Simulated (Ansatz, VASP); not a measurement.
## Two plane-wave programs on BaO

The input POSCAR:

```
BaO
1.0
    0.0000000000      2.7721139118      2.7859744814
    2.7721139118      0.0000000000      2.7859744814
    2.7721139118      2.7721139118      0.0000000000
Ba O
1 1
Direct
    0.0000000000      0.0000000000      0.0000000000
    0.5000000000      0.5000000000      0.5000000000
```

Contents of INCAR.step1:

```
SYSTEM = BaO
PREC = Accurate ; ENCUT = 660
ISMEAR = 0 ; SIGMA = 0.01
LREAL = .FALSE. ; LASPH = .TRUE.
NELM = 120 ; NBANDS = 15
GGA = PE ; ALGO = Normal
EDIFF = 1E-5 ; LWAVE = .TRUE.
LCHARG = .FALSE. ; GGA_COMPAT = .FALSE.
```

Contents of INCAR.step2:

```
SYSTEM = BaO
PREC = Accurate ; ENCUT = 660
EDIFF = 1E-6 ; ISMEAR = 0
SIGMA = 0.01 ; LREAL = .FALSE.
LASPH = .TRUE. ; NELM = 120
ALGO = Normal ; ISIF = 2
LWAVE = .FALSE. ; LCHARG = .FALSE.
METAGGA = R2SCAN ; LMIXTAU = .TRUE.
NBANDS = 15 ; ISTART = 1
GGA_COMPAT = .FALSE.
```

Contents of KPOINTS:

```
regular mesh
0
G
  8 8 8
  0 0 0
```

Input for Ansatz:

```yaml
crystal:
  lattice:
    - [0.0, 2.7721139118, 2.78597448136]
    - [2.7721139118, 0.0, 2.78597448136]
    - [2.7721139118, 2.7721139118, 0.0]
  atoms:
    - { symbol: Ba, position: [0.0, 0.0, 0.0] }
    - { symbol: O, position: [0.5, 0.5, 0.5] }
kpoints:
  mp_grid: { grid: [8, 8, 8] }
scf:
  occupations: { method: fixed }
  convergence: { dr2_threshold: 1.0e-10 }
hamiltonian:
  xc: r2scan
  pseudopotentials: { kind: paw }
output:
  forces: true
  stress: true
  eigenstates:
    kpoints:
      - [0.0, 0.0, 0.0]
      - [0.0, -0.5, -0.5]
      - [-0.5, 0.0, -0.5]
      - [-0.5, -0.5, 0.0]
      - [-0.5, 0.0, 0.0]
      - [0.0, -0.5, 0.0]
      - [0.0, 0.0, -0.5]
      - [-0.5, -0.5, -0.5]
  eigenvalues: true
```

Change from the starting cell: z stretched by +0.5 %, x and y held, PAW files.

Alike in both runs: task single point; functional r2SCAN; k mesh 8 × 8 × 8; no spin polarisation.

|  | VASP | Ansatz |
| --- | --- | --- |
| version | VASP 6.6.1 | Ansatz 0.2.0 |
| potentials or method | VASP PAW PBE potentials, release 64 (Ba_sv, O) | PAW with Ansatz's default frozen-core files, scalar-relativistic |
| plane-wave cutoff (eV) | 660 | 500 |
| occupations | gaussian, width 0.01 eV | fixed |
| valence electrons in the cell | 16 | 16 |

```tsv
	VASP	Ansatz	Ansatz less VASP
gap on the k mesh at the Fermi level (eV)	2.32	2.38	+0.058
pressure (GPa)	1.2	-0.4	-1.54
traceless stress, the component that is largest in VASP (GPa)	-0.34	-0.27	+0.072
```

VASP's potentials were made for PBE, not for r2SCAN.

Neither program's run includes spin-orbit coupling.
